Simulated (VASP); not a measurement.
AlN: single point with PBE

AlN:

```
CELL_PARAMETERS angstrom
0.17553 2.22935 2.22935
2.22935 0.17553 2.22935
2.22935 2.22935 0.17553
ATOMIC_POSITIONS crystal
Al 0.50000 0.50000 0.50000
N 0.00000 0.00000 0.00000
```

* Program: VASP 6.6.1
* Task: single point
* Functional: PBE
* Potentials or basis: VASP PAW PBE potentials, release 64 (Al, N)
* Cutoff: 520 eV
* k mesh: 10 × 10 × 10
* Occupations: gaussian, width 0.05 eV
* Spin: no spin polarisation
* Dipole correction: no
* Further INCAR settings: ALGO = Normal; EDIFF = 1e-06; NBANDS = 11

The pressure is -26.3 GPa. The band gap on the k mesh is 2.03 eV, indirect (least direct gap 2.23 eV).

Stress tensor (GPa, compression positive):
```
-26.35 -22.01 -22.01
-22.01 -26.35 -22.01
-22.01 -22.01 -26.35
```

Levels at points of the mesh, in eV from the valence-band top:
```tsv
k point	band 1	band 2	band 3	band 4	band 5	band 6	band 7	band 8
(0.00, 0.00, 0.00)	-16.70	-1.66	0.00	0.00	2.23	9.74	12.07	12.07
(0.50, 0.00, 0.00)	-13.87	-7.59	-2.04	-1.04	3.63	8.56	9.19	10.09
(0.50, 0.50, 0.00)	-13.26	-6.87	-3.61	-2.18	2.03	5.50	10.70	14.22
(0.50, 0.50, 0.50)	-14.51	-8.74	-0.61	-0.61	5.99	9.28	10.80	10.80
```

Run time: 6.2 s on 1 thread of Intel(R) Xeon(R) 6975P-C (Granite Rapids) (shared host), peak memory 0.14 GiB.

A k mesh can miss the band edges. As with any semilocal functional, this PBE gap is likely too small.
